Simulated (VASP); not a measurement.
Set up this calculation in VASP 6.6.1, as the native input.

- Task: single point
- Functional: LDA
- Potentials or basis: VASP PAW LDA potentials, release 64 (Br, K_sv)
- Cutoff: 520 eV
- k mesh: 5 × 5 × 5
- Occupations: fermi-dirac, width 0.05 eV
- Spin: non-collinear spin, zero start, spin-orbit coupling
- Starting moments: [[0.0, 0.0, 0.0], [0.0, 0.0, 0.0]] μB
- Dipole correction: no
- Further INCAR settings: ALGO = Normal; EDIFF = 1e-06; NBANDS = 28

The structure of KBr lies in POSCAR:

```
KBr
1.0
    0.0000000000      3.3000000000      3.3000000000
    3.3000000000      0.0000000000      3.3000000000
    3.3000000000      3.3000000000      0.0000000000
Br K
1 1
Direct
    0.5000000000      0.5000000000      0.5000000000
    0.0000000000      0.0000000000      0.0000000000
```

One way to write it, as run:

INCAR

```
SYSTEM = KBr
  PREC = Accurate
  ENCUT = 520
  EDIFF = 1E-6
  ISMEAR = -1
  SIGMA = 0.05
  LREAL = .FALSE.
  LASPH = .TRUE.
  NELM = 150
  ALGO = Normal
  ISIF = 2
  LWAVE = .FALSE.
  LCHARG = .FALSE.
  LNONCOLLINEAR = .TRUE.
  MAGMOM = 0 0 0 0 0 0
  LORBIT = 11
  LSORBIT = .TRUE.
  GGA_COMPAT = .FALSE.
  LORBMOM = .TRUE.
  GGA = CA
  NBANDS = 28
```

KPOINTS

```
regular mesh
0
G
  5 5 5
  0 0 0
```

Potentials or basis: VASP PAW LDA potentials, release 64 (Br, K_sv).

Command:

```sh
$ cat potpaw_LDA.64/Br/POTCAR potpaw_LDA.64/K_sv/POTCAR > POTCAR
$ mpirun -np 1 vasp_ncl > vasp.out
```

Results of the run:

| Item | Value |
| --- | --- |
| Pressure | -1.6 GPa |
| Net moment | 0.00 μB per cell |
| Valence electrons inside the program's atomic spheres | Br 4.88; K 7.54 |

Wall time 80 s on 1 thread of AMD EPYC 7R13, with other jobs on the host, peak memory 0.27 GiB.
